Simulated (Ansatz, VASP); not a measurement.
# Two plane-wave programs on NiO

INCAR

```
PREC = Accurate
ENCUT = 520
EDIFF = 1E-7
ISMEAR = -1
SIGMA = 0.05
LREAL = False
LASPH = True
NELM = 150
ALGO = Normal
ISIF = 2
LWAVE = False
LCHARG = True
ISPIN = 2
MAGMOM = -0.88 0
LORBIT = 11
LMAXMIX = 4
GGA = PE
LELF = True
LVHAR = True
NBANDS = 19
```

Contents of KPOINTS:

```
regular mesh
0
Gamma
  11 11 11
```

Contents of POSCAR:

```
NiO
1.0
    2.5046153800      0.0000000000      0.0000000000
    0.0000000000      2.5046153800      0.0000000000
    0.0000000000      0.0000000000      2.5046153800
Ni O
1 1
Direct
    0.0000000000      0.0000000000      0.0000000000
    0.5000000000      0.5000000000      0.5000000000
```

The input input.yaml:

```yaml
crystal:
  lattice:
    - [2.50461538, 0.0, 0.0]
    - [0.0, 2.50461538, 0.0]
    - [0.0, 0.0, 2.50461538]
  atoms:
    - { symbol: Ni, position: [0.0, 0.0, 0.0], spin: -0.88 }
    - { symbol: O, position: [0.5, 0.5, 0.5] }
hamiltonian:
  xc: pbe
  pseudopotentials: { kind: paw }
magnetization:
  spin_polarized: true
kpoints:
  mp_grid: { grid: [11, 11, 11] }
scf:
  occupations: { method: fermi_dirac, width: 0.05 }
output:
  forces: true
  stress: true
  eigenvalues: true
```

Alike in both runs: task single point; functional PBE; k mesh 11 × 11 × 11; occupations fermi-dirac, width 0.05 eV; collinear spin.

|  | VASP | Ansatz |
| --- | --- | --- |
| version | VASP 6.6.1 | Ansatz 0.2.0 |
| potentials or method | VASP PAW PBE potentials, release 64 (Ni, O) | Ansatz PAW |
| plane-wave cutoff (eV) | 520 | 420 |
| valence electrons in the cell | 16 | 24 |

VASP gave:

```
gap on the k mesh at the Fermi level (eV)                     : none
pressure (GPa)                                                : 25.1
net moment per atom (μB)                                      : 0.35
size of the moment on the site where the two differ most (μB) : 0.55
```

Question: Which values does Ansatz return?

Answer: gap on the k mesh at the Fermi level (eV): none; pressure (GPa): 23.8; net moment per atom (μB): 0.00; size of the moment on the site where the two differ most (μB): 0.00.

The net moments are unlike, so the other rows may belong to different states. Site moments also hang on the region over which each program counts them. A gap of «none» marks a metal or a gap that the smearing closes. VASP's potentials hold 16 valence electrons a cell and Ansatz's 24, so a difference there can come from the potentials and not from the codes.
